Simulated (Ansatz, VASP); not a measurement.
# F: VASP beside Ansatz

Contents of INCAR:

```
SYSTEM = F
ALGO = Normal
EDIFF = 1E-8
ENCUT = 520
GGA = PE
ISIF = 2
ISMEAR = -1
LASPH = .True.
LCHARG = .False.
LEFG = .True.
LREAL = .False.
LWAVE = .False.
NBANDS = 10
NELM = 60
PREC = Accurate
SIGMA = 0.05
```

Contents of KPOINTS:

```
k-points
0
Gamma
  18 18 18
  0 0 0
```

File POSCAR:

```
F
1.0
   -1.3880294107      1.3880294107      1.3608131478
    1.3880294107     -1.3880294107      1.3608131478
    1.3335968848      1.3335968848     -1.3608131478
F
1
Direct
    0.0000000000      0.0000000000      0.0000000000
```

Input for Ansatz:

```yaml
crystal:
  lattice:
    - [-1.3880294107, 1.3880294107, 1.3608131478]
    - [1.3880294107, -1.3880294107, 1.3608131478]
    - [1.3335968848, 1.3335968848, -1.3608131478]
  atoms:
    - { symbol: F, position: [0.0, 0.0, 0.0] }
kpoints:
  mp_grid: { grid: [18, 18, 18] }
scf:
  occupations: { method: fermi_dirac, width: 0.05 }
hamiltonian:
  xc: pbe
  pseudopotentials: { kind: all_electron, datasets: crystal }
output:
  forces: true
  stress: true
  eigenvalues: true
  efg: { contact_densities: true }
```

Change from the starting cell: xy shear strain of -4 %, crystal datasets.

Alike in both runs: task electric field gradients; functional PBE; k mesh 18 × 18 × 18; occupations fermi-dirac, width 0.05 eV; no spin polarisation.

|  | VASP | Ansatz |
| --- | --- | --- |
| version | VASP 6.6.1 | Ansatz 0.2.0 |
| potentials or method | VASP PAW PBE potentials, release 64 (F), cutoff 520 eV | all-electron PAW with datasets made for the crystal, scalar-relativistic |

```csv
,VASP,Ansatz,Ansatz less VASP
pressure (GPa),-0.8,-0.2,+0.60
"traceless stress, the component that is largest in VASP (GPa)",-4.57,-4.62,-0.054
size of Vzz on the site where it differs most (V/Å²),48.0,47.5,-0.46
```

Ansatz ran all-electron here, and VASP with PAW potentials. Ansatz's warnings: printed levels off.
